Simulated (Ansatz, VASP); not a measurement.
Sn in VASP and in Ansatz

```
Sn
1.0
     0.00000    3.36274    3.36274
     3.36274    0.00000    3.36274
     3.36274    3.36274    0.00000
Sn
2
Direct
  0.50000 0.50000 0.50000
  0.75000 0.75000 0.75000
```

Alike in both runs: task single point; functional LDA; k mesh 14 × 14 × 14; occupations fermi-dirac, width 0.1 eV; no spin polarisation.

|  | VASP | Ansatz |
| --- | --- | --- |
| version | VASP 6.6.1 | Ansatz 0.2.0 |
| potentials or method | VASP PAW LDA potentials, release 64 (Sn_d), cutoff 520 eV | plane waves (420 eV) with PAW, scalar-relativistic |
| valence electrons in the cell | 28 | 28 |

```tsv
	VASP	Ansatz	Ansatz less VASP
pressure (GPa)	-3.9	-3.9	+0.03
```

Ansatz warns that its potentials were made for another functional, while VASP's fit it. LDA's correlation is that of Perdew and Zunger in VASP and of Perdew and Wang (1992) in Ansatz.
